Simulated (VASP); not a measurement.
Wanted: the native input for a VASP 6.6.1 run.

| Property | Result |
| --- | --- |
| Task | single point |
| Functional | PBEsol |
| Dispersion | D3(BJ) |
| Potentials or basis | VASP PAW PBE potentials, release 64 (Zr_sv, B) |
| Cutoff | 520 eV |
| k mesh | 8 × 8 × 8 |
| Occupations | gaussian, width 0.05 eV |
| Spin | no spin polarisation |
| Dipole correction | no |
| Further INCAR settings | ALGO = Normal; EDIFF = 1e-06; NBANDS = 16 |

The structure of ZrB2 lies in POSCAR:

```
ZrB2
1.0
    3.1133179537      0.0000000000      0.0000000000
   -1.5566589769      2.6962124380      0.0000000000
    0.0000000000      0.0000000000      3.4432818851
Zr B
1 2
Direct
    0.0000000000      0.0000000000      0.0000000000
    0.3333333333      0.6666666667      0.5000000000
    0.6666666667      0.3333333333      0.5000000000
```

This cell differs from its parent crystal: volume scaled by 0.98.

These files were run (other wordings do the same):

INCAR

```
PREC = Accurate
ENCUT = 520
EDIFF = 1E-6
ISMEAR = 0
SIGMA = 0.05
LREAL = False
LASPH = True
NELM = 60
ALGO = Normal
ISIF = 2
LWAVE = False
LCHARG = False
GGA = PS
IVDW = 12
NBANDS = 16
```

KPOINTS

```
regular mesh
0
Gamma
  8 8 8
```

Potentials or basis: VASP PAW PBE potentials, release 64 (Zr_sv, B).

Command:

```bash
$ cat potpaw_PBE.64/Zr_sv/POTCAR potpaw_PBE.64/B/POTCAR > POTCAR
$ mpirun -np 1 vasp_std > vasp.out
```

Results of the run:

The pressure is 6.0 GPa. The band gap on the k mesh is zero (band 9 reaches 11.65 eV, above the bottom of band 10 at 11.05 eV). The dispersion energy per atom is -0.388 eV.

Caveat: the PAW data sets were made with another functional, which shifts forces and pressure a little; pairwise dispersion overbinds metals, which lowers pressure and volume.

Run time: 14 s on 1 thread of AMD EPYC 9R45 96-Core Processor (Zen 5), with other jobs on the host, peak memory 0.14 GiB.
